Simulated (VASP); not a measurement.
# SiC (Imm2) in VASP: further runs

SiC is run at these levels: r2SCAN; tasks: single point.

All numbers are computed with VASP 6.6.1; they aren't measurements. Logs are shortened: lines on timing, memory, paths and dates and some standing lists are left out, and cuts for length are marked.

## (1) The cell of the first run

It takes space group Imm2 (No. 44, orthorhombic). The conventional cell has a = 3.046 Å, b = 3.115 Å, c = 4.356 Å, α = 90.00°, β = 90.00°, γ = 90.00°. Within 2.5 Å of Si (site symmetry mm2) lie 4 C at 1.87 to 1.90 Å. Within 2.5 Å of C (site symmetry mm2) lie 4 Si at 1.87 to 1.90 Å.

## (2) Single point, r2SCAN (strain +0.0225 x Voigt [0, 0, 0, 0, 1, 0])

POSCAR reads:

```
SiC
1.0
    0.0245041310      2.1781449820      2.1781449820
    2.2026491130      0.0000000000      2.2026491130
    2.1781449820      2.1781449820      0.0245041310
Si C
1 1
Direct
    0.0000000000      0.0000000000      0.0000000000
    0.7500000000      0.7500000000      0.7500000000
```

INCAR.step1 reads:

```
ALGO = Normal ; EDIFF = 1E-4
ENCUT = 520 ; GGA = PE
ISMEAR = 0 ; LASPH = T
LCHARG = F ; LREAL = F
LWAVE = T ; NBANDS = 11
NELM = 80 ; PREC = Accurate
SIGMA = 0.05
```

INCAR.step2 reads:

```
ALGO = Normal ; EDIFF = 1E-6
ENCUT = 520 ; ISIF = 2
ISMEAR = 0 ; ISTART = 1
LASPH = T ; LCHARG = F
LMIXTAU = T ; LREAL = F
LWAVE = F ; METAGGA = R2SCAN
NBANDS = 11 ; NELM = 80
PREC = Accurate ; SIGMA = 0.05
```

KPOINTS reads:

```
k-points
0
Gamma
  10 10 10
```

Potentials or basis: VASP PAW PBE potentials, release 64 (Si, C).

Command:

```bash
$ cat potpaw_PBE.64/Si/POTCAR potpaw_PBE.64/C/POTCAR > POTCAR
$ cp INCAR.step1 INCAR
$ mpirun -np 1 vasp_std > vasp.out
$ cp INCAR.step2 INCAR
$ mpirun -np 1 vasp_std > vasp.out
```

OUTCAR:

```text
EDIFF = 1E-6
   ENCUT = 520
   ISIF = 2
   ISMEAR = 0
   ISTART = 1
   LASPH = T
   LREAL = F
   METAGGA = R2SCAN
   NELM = 80
   PREC = Accurate

 ion  position               nearest neighbor table
   1  0.000  0.000  0.000-   2 1.87   2 1.87   2 1.90   2 1.90
   2  0.750  0.750  0.750-   1 1.87   1 1.87   1 1.90   1 1.90

  LATTYP: Found a body centered orthorhombic cell.
 ALAT       =     3.0457081000
 B/A-ratio  =     1.0227560050
 C/A-ratio  =     1.4303044878

  Lattice vectors:

 A1 = (   0.0245041310,  -2.1781449820,   2.1781449820)
 A2 = (  -0.0245041310,  -2.1781449820,  -2.1781449820)
 A3 = (   2.1781449820,   2.1781449820,   0.0245041310)

Analysis of symmetry for initial positions (statically):
=====================================================================
 Subroutine PRICEL returns:
 Original cell was already a primitive cell.

 Routine SETGRP: Setting up the symmetry group for a
 body centered orthorhombic supercell.

 Subroutine GETGRP returns: Found  4 space group operations
 (whereof  4 operations were pure point group operations)
 out of a pool of  8 trial point group operations.

The static configuration has the point symmetry C_2v.

Analysis of symmetry for dynamics (positions and initial velocities):
=====================================================================
 Subroutine PRICEL returns:
 Original cell was already a primitive cell.

 Routine SETGRP: Setting up the symmetry group for a
 body centered orthorhombic supercell.

 Subroutine GETGRP returns: Found  4 space group operations
 (whereof  4 operations were pure point group operations)
 out of a pool of  8 trial point group operations.

The dynamic configuration has the point symmetry C_2v.

 Subroutine INISYM returns: Found  4 space group operations
 (whereof  4 operations are pure point group operations),
 and found     1 'primitive' translations

----------------------------------------------------------------------------------------

                                     Primitive cell

  volume of cell :      20.6650

  direct lattice vectors                    reciprocal lattice vectors
     0.024504131  2.178144982  2.178144982    -0.232164987  0.229553131  0.232164987
     2.202649113  0.000000000  2.202649113     0.226999388 -0.229553131  0.226999388
     2.178144982  2.178144982  0.024504131     0.232164987  0.229553131 -0.232164987

  length of vectors
     3.080459637  3.115016249  3.080459637     0.400619273  0.394654385  0.400619273

  position of ions in fractional coordinates (direct lattice)
     0.000000000  0.000000000  0.000000000
     0.750000000  0.750000000  0.750000000

  ion indices of the primitive-cell ions
   primitive index   ion index
                 1           1
                 2           2

----------------------------------------------------------------------------------------

 KPOINTS: k-points

Automatic generation of k-mesh.
 Grid dimensions read from file:
 generate k-points for:   10   10   10

 Generating k-lattice:

  Cartesian coordinates                     Fractional coordinates (reciprocal lattice)
    -0.023216499  0.022955313  0.023216499     0.100000000  0.000000000  0.000000000
     0.022699939 -0.022955313  0.022699939     0.000000000  0.100000000  0.000000000
     0.023216499  0.022955313 -0.023216499     0.000000000  0.000000000  0.100000000

  Length of vectors
     0.040061927  0.039465439  0.040061927

  Shift w.r.t. Gamma in fractional coordinates (k-lattice)
     0.000000000  0.000000000  0.000000000

 Subroutine IBZKPT returns following result:
 ===========================================

 Found    171 irreducible k-points:

 Following reciprocal coordinates:
            Coordinates               Weight
  0.000000  0.000000  0.000000      1.000000
  0.100000  0.000000 -0.000000      4.000000
  0.200000  0.000000 -0.000000      4.000000
  0.300000  0.000000  0.000000      4.000000
  0.400000  0.000000  0.000000      4.000000
  0.500000  0.000000  0.000000      2.000000
[... 16 lines left out ...]
 -0.400000  0.200000 -0.000000      8.000000
 -0.300000  0.200000 -0.000000      8.000000
 [... further k-points ...]
   k-points           NKPTS =    171   k-points in BZ     NKDIM =    171   number of bands    NBANDS=     11
   number of dos      NEDOS =    301   number of ions     NIONS =      2
   total plane-waves  NPLWV =  13824
   dimension x,y,z NGX =    24 NGY =   24 NGZ =   24
   dimension x,y,z NGXF=    48 NGYF=   48 NGZF=   48
   ions per type =               1   1
   NGX,Y,Z   is equivalent  to a cutoff of  12.95, 12.81, 12.95 a.u.
   NGXF,Y,Z  is equivalent  to a cutoff of  25.90, 25.62, 25.90 a.u.
 SYSTEM =  unknown system
   PREC   = accura    normal or accurate (medium, high low for compatibility)
   ISTART =      1    job   : 0-new  1-cont  2-samecut
   ICHARG =      0    charge: 1-file 2-atom 10-const
   ISPIN  =      1    spin polarized calculation?
   LNONCOLLINEAR =      F non collinear calculations
   LSORBIT =      F    spin-orbit coupling
   LASPH  =      T    aspherical Exc in radial PAW
   ENCUT  =  520.0 eV  38.22 Ry    6.18 a.u.   5.73  5.79  5.73*2*pi/ulx,y,z
   NELM   =     80;   NELMIN=  2; NELMDL=  0     # of ELM steps
   EDIFF  = 0.1E-05   stopping-criterion for ELM
   LREAL  =      F    real-space projection
   EDIFFG = 0.1E-04   stopping-criterion for IOM
   NSW    =      0    number of steps for IOM
   IBRION =     -1    ionic relax: 0-MD 1-quasi-New 2-CG
   NFREE  =      0    steps in history (QN), initial steepest desc. (CG)
   ISIF   =      2    stress and relaxation
   ISYM   =      2    0-nonsym 1-usesym 2-fastsym
   POTIM  = 0.5000    time-step for ionic-motion
   TEBEG  =    0.0;   TEEND  =   0.0 temperature during run
   PSTRESS=    0.0 pullay stress
   NELECT =       8.0000    total number of electrons
   NUPDOWN=      -1.0000    fix difference up-down
   EMIN   =  10.00;   EMAX   =-10.00  energy-range for DOS
   EFERMI =   0.00;   METHOD = LEGACY
   ISMEAR =     0;   SIGMA  =   0.05  broadening in eV -4-tet -1-fermi 0-gaus
   EFERMI_NEDOS =   21; number of points for ismear=-14 and -15
   IALGO  =     38    algorithm
   IMIX   =      4    mixing-type and parameters
     AMIX     =   0.40;   BMIX     =  1.00
     AMIX_MAG =   1.60;   BMIX_MAG =  1.00
  volume/ion in A,a.u.               =      10.33        69.73
  Fermi-wavevector in a.u.,A,eV,Ry     =   1.193144  2.254716 19.369169  1.423594
  Thomas-Fermi vector in A             =   2.329166
   LORBIT       =      0    0 simple, 1 ext, 2 COOP (PROOUT), +10 PAW based schemes
   METAGGA = R2SCAN    functional components
   LHFCALC =     F    Hartree Fock is set to
   AEXX    =    0.0000 exact exchange contribution
   IVDW    =     0    specifies the selected vdW correction
   LEPSILON=     F    determine dielectric tensor
   LRPA    =     F    only Hartree local field effects (RPA)
 non-spin polarized calculation
 Gauss-broadening in eV      SIGMA  =   0.05
  energy-cutoff  :      520.00
  volume of cell :       20.66
 maximum number of plane-waves:       567
   NGX = 11   NGY = 11   NGZ = 11

 number of electron       8.0000001 magnetization

 Free energy of the ion-electron system (eV)
  ---------------------------------------------------
  ext. energy  EPLUGINS =         0.00000000
  ---------------------------------------------------
  free energy    TOTEN  =       -19.31764949 eV

  energy without entropy =      -19.31764949  energy(sigma->0) =      -19.31764949

 E-fermi :   8.3126     XC(G=0): -11.9401

 val. band max:        8.0643574663   @ k =   0.0000   0.0000   0.0000
 cond. band min:       9.7003735702   @ k =   0.5000   0.0000   0.5000
 fundamental gap:      1.6360161039
 Fermi energy:         8.3126041215

 k-point     1 :       0.0000    0.0000    0.0000
  band No.  band energies     occupation
      1      -8.1942      2.00000
      2       7.9322      2.00000
      3       7.9919      2.00000
      4       8.0644      2.00000
      5      14.7175      0.00000
      6      15.5882      0.00000
      7      15.9899      0.00000
      8      16.1294      0.00000
      9      23.2123      0.00000
     10      23.2229      0.00000
     11      25.7742      0.00000

 k-point     2 :       0.1000    0.0000   -0.0000
  band No.  band energies     occupation
      1      -7.9880      2.00000
      2       7.0151      2.00000
      3       7.7889      2.00000
      4       7.8665      2.00000
      5      14.8793      0.00000
      6      15.8651      0.00000
      7      16.2469      0.00000
      8      16.5048      0.00000
      9      22.1918      0.00000
     10      22.2772      0.00000
     11      25.3845      0.00000

 k-point     3 :       0.2000    0.0000   -0.0000
  band No.  band energies     occupation
      1      -7.3793      2.00000
      2       4.8233      2.00000
      3       7.4623      2.00000
      4       7.5198      2.00000
      5      14.6146      0.00000
      6      16.2869      0.00000
      7      16.5884      0.00000
      8      17.7173      0.00000
      9      21.4320      0.00000
     10      21.6544      0.00000
     11      24.4182      0.00000

 k-point     4 :       0.3000    0.0000    0.0000
  band No.  band energies     occupation
      1      -6.4083      2.00000
      2       2.4076      2.00000
      3       7.1288      2.00000
      4       7.1633      2.00000
      5      14.2022      0.00000
      6      16.1435      0.00000
      7      16.3981      0.00000
      8      18.6662      0.00000
      9      22.3008      0.00000
     10      22.6433      0.00000
     11      24.1961      0.00000
[... 239 lines left out ...]
 k-point    22 :       0.5000    0.2000    0.0000
  band No.  band energies     occupation
      1      -4.2508      2.00000
      2       0.2364      2.00000
      3       4.5674      2.00000
      4       5.8959      2.00000
      5      12.8179      0.00000
      6      16.7981      0.00000
      7      18.0778      0.00000
      8      18.9277      0.00000
      9      22.9422      0.00000
     10      26.6704      0.00000
     11      28.1114      0.00000

 k-point    23 :      -0.4000    0.2000   -0.0000
  band No.  band energies     occupation
      1      -4.0342      2.00000
      2      -0.0421      2.00000
      3       4.0761      2.00000
      4       6.2278      2.00000
      5      13.2691      0.00000
      6      16.7899      0.00000
      7      17.6265      0.00000
      8      20.0676      0.00000
      9      23.2366      0.00000
     10      24.0936      0.00000
     11      27.9507      0.00000

 k-point    24 :      -0.3000    0.2000   -0.0000
  band No.  band energies     occupation
      1      -5.0213      2.00000
      2       1.3780      2.00000
      3       3.9830      2.00000
      4       6.7511      2.00000
      5      14.0990      0.00000
      6      16.7815      0.00000
      7      17.3734      0.00000
      8      19.2118      0.00000
      9      21.5839      0.00000
     10      24.5082      0.00000
     11      28.1554      0.00000

 [... further k-points ...]
[... 5 lines left out ...]
  --------------------------------------------------------------------------------------
  -------------------------------------------------------------------------------------
  Total        0.0031522     -0.0123261      0.0031522      0.0000000      0.0000000     -0.8285513
  in kB        0.2443936     -0.9556553      0.2443936      0.0000000      0.0000000    -64.2383848
  external PRESSURE =      -0.1556227 kB  Pullay stress =       0.0000000 kB

 VOLUME and BASIS-vectors are now :
 -----------------------------------------------------------------------------
  energy-cutoff  :      520.00
  volume of cell :       20.66
      direct lattice vectors                 reciprocal lattice vectors
     0.024504131  2.178144982  2.178144982    -0.232164987  0.229553131  0.232164987
     2.202649113  0.000000000  2.202649113     0.226999388 -0.229553131  0.226999388
     2.178144982  2.178144982  0.024504131     0.232164987  0.229553131 -0.232164987

 POSITION                                       TOTAL-FORCE (eV/Angst)
 -----------------------------------------------------------------------------------
      0.00000      0.00000      0.00000         0.000000     -0.170911      0.000000
      3.30397      3.26722      3.30397        -0.000000      0.170911     -0.000000
 -----------------------------------------------------------------------------------
    total drift:                                0.000001     -0.000093      0.000001

  FREE ENERGIE OF THE ION-ELECTRON SYSTEM (eV)
  ---------------------------------------------------
  free  energy   TOTEN  =       -19.3176494858 eV

  energy  without entropy=      -19.3176494858  energy(sigma->0) =      -19.31764949
```

Run time: 36 s. Hardware: 1 thread of Intel Xeon 6975P-C (Granite Rapids), shared host; peak memory 0.16 GiB.

Results:

```
Free energy            : -19.3176 eV
Pressure               : 0.0 GPa
Largest force          : 0.171 eV/Å
Band gap on the k mesh : 1.64 eV, indirect (least direct gap 4.86 eV)
```

Forces on the atoms (eV/Å):
```
Si   0.000 -0.171  0.000
C    0.000  0.171  0.000
```

Stress tensor (GPa, compression positive):
```
 0.02  0.00 -6.42
 0.00 -0.10  0.00
-6.42  0.00  0.02
```

Levels at points of the mesh, in eV from the valence-band top:
```
           k point  band 1  band 2  band 3  band 4  band 5  band 6  band 7  band 8  band 9
(0.00, 0.00, 0.00)  -16.26   -0.13   -0.07    0.00    6.65    7.52    7.93    8.07   15.15
(0.50, 0.00, 0.00)  -12.54   -8.87   -1.24   -1.23    5.76    7.47    7.72   10.84   17.35
(0.00, 0.50, 0.00)  -12.72   -8.91   -1.12   -1.10    6.10    7.67    7.92   10.95   17.29
(0.50, 0.50, 0.00)  -11.16   -8.12   -3.40   -3.40    1.66    4.76   14.99   15.07   16.02
(0.50, 0.00, 0.50)  -11.17   -8.12   -3.58   -3.22    1.64    4.79   15.04   15.12   15.94
```

Caveat: the cell differs from its parent crystal (strain +0.0225 x Voigt [0, 0, 0, 0, 1, 0]); the PAW data sets were made with another functional, which shifts forces and pressure a little. A k mesh can miss the band edges.

(Continued in part 2 of 2.)
